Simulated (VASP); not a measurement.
Input of a VASP 6.6.1 run:

Contents of INCAR:

```
SYSTEM = Ti
PREC = Accurate
ENCUT = 520
EDIFF = 1E-6
ISMEAR = 1
SIGMA = 0.1
LREAL = .False.
LASPH = .True.
NELM = 80
ALGO = Normal
ISIF = 2
LWAVE = .False.
LCHARG = .True.
GGA = PS
LELF = .True.
LVHAR = .True.
NBANDS = 12
```

Contents of KPOINTS:

```
Automatic mesh
0
Gamma
  9 9 9
  0 0 0
```

File POSCAR:

```
Ti
1.0
    2.4501105485      0.0000000000      0.0000000000
    0.0000000000      2.4501105485      0.0000000000
    0.0000000000      0.0000000000      2.4501105485
Ti
1
Direct
    0.0000000000      0.0000000000      0.0000000000
```

Potentials or basis: VASP PAW PBE potentials, release 64 (Ti_sv).

The run is started by

```console
$ cat potpaw_PBE.64/Ti_sv/POTCAR > POTCAR
$ mpirun -np 1 vasp_std > vasp.out
```

(1) What does it give for the pressure?

(2) Estimate the band gap on the k mesh.

## Answers

(1) 19.9 GPa.

(2) zero (band 6 reaches 10.40 eV, above the bottom of band 7 at 8.05 eV).

Caveat: the PAW data sets were made with another functional, which shifts forces and pressure a little.
